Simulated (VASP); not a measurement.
Here is a VASP 6.6.1 calculation.

File INCAR:

```
PREC = Accurate
ENCUT = 520
EDIFF = 1E-6
ISMEAR = 0
SIGMA = 0.1
LREAL = Auto
LASPH = T
NELM = 80
ALGO = Normal
ISIF = 2
LWAVE = F
LCHARG = F
GGA = PE
NBANDS = 81
ISYM = 0
```

The input KPOINTS:

```
Automatic mesh
0
Gamma
  2 2 2
  0.5 0.5 0.5
```

The input POSCAR:

```
Be5Zn2Cd2HgTe10
1.0
    3.0364793330      3.0371550228      6.0063777831
   -3.0889085522     -3.0882247369      6.0581272498
    9.0797578862     -6.0429305514      3.0023392008
Be Zn Cd Te Hg
5 2 2 10 1
Direct
    0.2020161398     -0.0031926308      0.5962218083
    0.6052912948     -0.0000796028      0.7966221400
    1.0050836428      1.0019012198      0.9995329628
    0.4024320205      0.0003666554      0.2026986758
    0.7989940102      0.9972874507      0.4028570113
    0.2978575586      0.5027629813      0.4018769459
    0.7011540818      0.5022597588      0.5977833629
    0.1014957844      0.5070204915      0.7903019205
    0.4928260712      0.5095130151     -0.0000162546
    0.5725075071      0.8831100848      0.5996916501
    0.4974374852      0.3442722369      0.7895573469
    0.9699215483      0.9040066144      0.7982166905
    0.3698522787      0.9073521822      0.9996510985
    0.7682107314      0.9061906343      0.2008820097
    0.6660955224      0.3456878588      0.4131473133
    0.1726992999      0.8832859423      0.3992648314
    0.0802811555      0.3452734571      0.5869338795
    0.8896903697      0.3426858190      0.9977948101
    0.2876607728      0.3445740214      0.2099748814
    0.8894557242      0.5093920011      0.2079599127
```

Potentials or basis: VASP PAW PBE potentials, release 64 (Be, Zn, Cd, Te, Hg).

The run is started by

```bash
$ cat potpaw_PBE.64/Be/POTCAR potpaw_PBE.64/Zn/POTCAR potpaw_PBE.64/Cd/POTCAR potpaw_PBE.64/Te/POTCAR potpaw_PBE.64/Hg/POTCAR > POTCAR
$ mpirun -np 1 vasp_std > vasp.out
```

Q: Estimate the largest force.

A: 0.039 eV/Å.

Q: Predict the pressure.

A: 0.1 GPa.

Q: What does it give for the band gap on the k mesh?

A: 1.96 eV (least direct gap 1.98 eV).

Forces on the atoms (eV/Å):
```
Be  -0.009  0.003  0.020
Be  -0.016 -0.003 -0.005
Be  -0.029 -0.019 -0.002
Be  -0.015 -0.024 -0.017
Be   0.013 -0.012  0.020
Zn   0.001  0.012  0.003
Zn   0.004  0.009  0.003
Cd  -0.008 -0.010  0.004
Cd  -0.014 -0.010  0.005
Te  -0.001  0.001  0.001
Te   0.006  0.013 -0.015
Te   0.017 -0.015  0.012
Te   0.011  0.005  0.012
Te   0.001  0.021  0.008
Te   0.011  0.011 -0.004
Te  -0.010  0.002 -0.004
Te   0.001  0.004 -0.015
Te   0.032  0.018 -0.014
Te   0.020  0.016 -0.006
Hg  -0.015 -0.023 -0.005
```

Caveat: spin-orbit coupling is left out, which moves the levels of the heavy elements; a shifted mesh leaves out Γ, where band edges can lie. A k mesh can miss the band edges.
